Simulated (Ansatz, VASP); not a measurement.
**SiMo3 in VASP and in Ansatz**

```
CELL_PARAMETERS angstrom
4.90645 0.00000 0.00000
0.00000 4.90645 0.00000
0.00000 0.00000 4.90645
ATOMIC_POSITIONS crystal
Si 0.50000 0.50000 0.50000
Si 0.00000 0.00000 0.00000
Mo 0.00000 0.50000 0.25000
Mo 0.00000 0.50000 0.75000
Mo 0.50000 0.75000 0.00000
Mo 0.50000 0.25000 0.00000
Mo 0.75000 0.00000 0.50000
Mo 0.25000 0.00000 0.50000
```

Alike in both runs: functional PBE; k mesh 8 × 8 × 8; occupations gaussian, width 0.1 eV; no spin polarisation.

Ansatz relaxed the structure, and its values are those at the end. VASP's run is a single point on that final structure, the one shown.

|  | VASP | Ansatz |
| --- | --- | --- |
| version | VASP 6.6.1 | Ansatz 0.2.0 |
| potentials or method | VASP PAW PBE potentials, release 64 (Si, Mo_sv), cutoff 520 eV | scalar-relativistic, plane waves, PAW |
| valence electrons in the cell | 92 | 92 |

```tsv
	VASP	Ansatz	Ansatz less VASP
gap on the k mesh at the Fermi level (eV)	none	none	-
pressure (GPa)	0.5	0.0	-0.48
```

A gap of «none» marks a metal or a gap that the smearing closes. With one functional, cell and mesh, what is left measures potentials, basis and numerics.
